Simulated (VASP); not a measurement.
Wanted: the native input for a VASP 6.6.1 run.

| Item | Value |
| --- | --- |
| Task | relaxation of cell and atoms |
| Functional | PBEsol |
| Potentials or basis | VASP PAW PBE potentials, release 64 (Sr_sv, Cl) |
| Cutoff | 600 eV |
| k mesh | 6 × 6 × 6 |
| Occupations | fermi-dirac, width 0.02 eV |
| Spin | no spin polarisation |
| Dipole correction | no |
| Further INCAR settings | ALGO = Normal; EDIFF = 1e-06; IBRION = 2; EDIFFG = -0.005; NSW = 80; ISIF = 3 |

The structure of SrCl2 lies in POSCAR:

```
SrCl2
1.0
    0.0000000000      3.5192138322      3.5192138322
    3.5192138322      0.0000000000      3.5192138322
    3.5192138322      3.5192138322      0.0000000000
Sr Cl
1 2
Direct
    0.0000000000      0.0000000000      0.0000000000
    0.2500000000      0.2500000000      0.2500000000
    0.7500000000      0.7500000000      0.7500000000
```

These files were run (other wordings do the same):

INCAR

```
ALGO     = Normal         # electronic algorithm
EDIFF    = 1E-6           # SCF threshold, eV
EDIFFG   = -0.005         # ionic threshold
ENCUT    = 600            # plane-wave cutoff, eV
GGA      = PS             # functional
IBRION   = 2              # ionic algorithm
ISIF     = 3              # what is computed and relaxed
ISMEAR   = -1             # smearing method
LASPH    = T              # aspherical terms in the spheres
LCHARG   = F              # write CHGCAR
LREAL    = F              # projectors in reciprocal space
LWAVE    = F              # write WAVECAR
NELM     = 60             # most SCF steps
NSW      = 80             # ionic steps
PREC     = Accurate       # precision mode
SIGMA    = 0.02           # smearing width, eV
```

KPOINTS

```
k-points
0
Gamma
  6 6 6
```

Potentials or basis: VASP PAW PBE potentials, release 64 (Sr_sv, Cl).

The run is started by

```bash
$ cat potpaw_PBE.64/Sr_sv/POTCAR potpaw_PBE.64/Cl/POTCAR > POTCAR
$ mpirun -np 1 vasp_std > vasp.out
```

Results of the run:

```yaml
Relaxed_volume: 27.60 Å³/atom
Relaxed_cell: a = 4.893 Å, b = 4.893 Å, c = 4.893 Å, α = 60.00°, β = 60.00°, γ = 60.00°
Space_group_after_relaxing_to_0.05_Å: Fm-3m (No. 225)
Energy_gained_by_relaxing: 8.3 meV/atom
Ionic_steps: 3
Pressure_after_relaxing: 0.0 GPa
Band_gap_on_the_k_mesh: 5.23 eV, indirect (least direct gap 5.34 eV)
```

Caveat: the PAW data sets were made with another functional, which shifts forces and pressure a little.

It took 110 s on 1 thread of Intel Xeon 6975P-C, with other jobs on the host, peak memory 0.24 GiB.
